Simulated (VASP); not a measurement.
Write the native input for VASP 6.6.1 that does the following.

| Item | Value |
| --- | --- |
| Task | relaxation of cell and atoms |
| Functional | PBE |
| Potentials or basis | VASP PAW PBE potentials, release 64 (K_sv, H) |
| Cutoff | 600 eV |
| k mesh | 4 × 4 × 4 |
| Occupations | gaussian, width 0.1 eV |
| Spin | no spin polarisation |
| Dipole correction | no |
| Further INCAR settings | ALGO = Normal; EDIFF = 1e-06; IBRION = 2; EDIFFG = -0.04; NSW = 90; ISIF = 3 |

The structure of K2H lies in POSCAR:

```
K2H
1.0
    0.0000000000      4.2802187600      4.2802187600
    4.2802187600      0.0000000000      4.2802187600
    4.2802187600      4.2802187600      0.0000000000
K H
4 2
Direct
    0.6250000000      0.6250000000      0.6250000000
    0.1250000000      0.6250000000      0.6250000000
    0.6250000000      0.6250000000      0.1250000000
    0.6250000000      0.1250000000      0.6250000000
    0.0000000000      0.0000000000      0.0000000000
    0.2500000000      0.2500000000      0.2500000000
```

The cell was built from a structure type or drawn by symmetry, and may not be a known phase.

The input as run:

INCAR

```
SYSTEM = K2H
ALGO = Normal
EDIFF = 1E-6
EDIFFG = -0.04
ENCUT = 600
GGA = PE
IBRION = 2
ISIF = 3
ISMEAR = 0
LASPH = .True.
LCHARG = .False.
LREAL = .False.
LWAVE = .False.
NELM = 80
NSW = 90
PREC = Accurate
SIGMA = 0.1
```

KPOINTS

```
k-points
0
Gamma
  4 4 4
  0 0 0
```

Potentials or basis: VASP PAW PBE potentials, release 64 (K_sv, H).

Run with:

```sh
$ cat potpaw_PBE.64/K_sv/POTCAR potpaw_PBE.64/H/POTCAR > POTCAR
$ mpirun -np 1 vasp_std > vasp.out
```

Results of the run:

```yaml
Relaxed_volume: 50.16 Å³/atom
Relaxed_cell: a = 7.522 Å, b = 7.522 Å, c = 7.522 Å, α = 60.00°, β = 60.00°, γ = 60.00°
Space_group_after_relaxing_to_0.1_Å: Fd-3m (No. 227)
Energy_gained_by_relaxing: 368.8 meV/atom
Ionic_steps: 5
Pressure_after_relaxing: 0.0 GPa
Band_gap_on_the_k_mesh: zero (bands 19 and 20 overlap by 0.17 eV)
```

Caveat: the volume moved by over 15 % at a fixed basis, so the end points are rough.

Wall time 6.2 min on 1 thread of Intel Xeon 8259CL, with other jobs on the host, peak memory 0.35 GiB.
